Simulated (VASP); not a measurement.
A run of VASP 6.6.1 is set up as follows.

Contents of INCAR:

```
ALGO = Fast
EDIFF = 1E-6
ENCUT = 520
GGA = PS
ISIF = 2
ISMEAR = 0
LASPH = True
LCHARG = True
LELF = True
LREAL = False
LVHAR = True
LWAVE = False
NBANDS = 12
NELM = 100
PREC = Accurate
SIGMA = 0.15
```

The input KPOINTS:

```
k-points
0
Gamma
  16 16 16
```

POSCAR

```
Cu
1.0
   -0.0851077897      1.7370768830      1.7634401435
    1.8987602545     -0.1539457293      1.8322780831
    1.6857223757      1.5928769439      0.0590921494
Cu
1
Direct
    0.0000000000      0.0000000000      0.0000000000
```

Potentials or basis: VASP PAW PBE potentials, release 64 (Cu).

Run with:

```sh
$ cat potpaw_PBE.64/Cu/POTCAR > POTCAR
$ mpirun -np 1 vasp_std > vasp.out
```

Estimate the pressure.

7.5 GPa.

Stress tensor (GPa, compression positive):
```
 9.27 16.12 -5.40
16.12 10.58  2.29
-5.40  2.29  2.75
```

Caveat: the PAW data sets were made with another functional, which shifts forces and pressure a little.
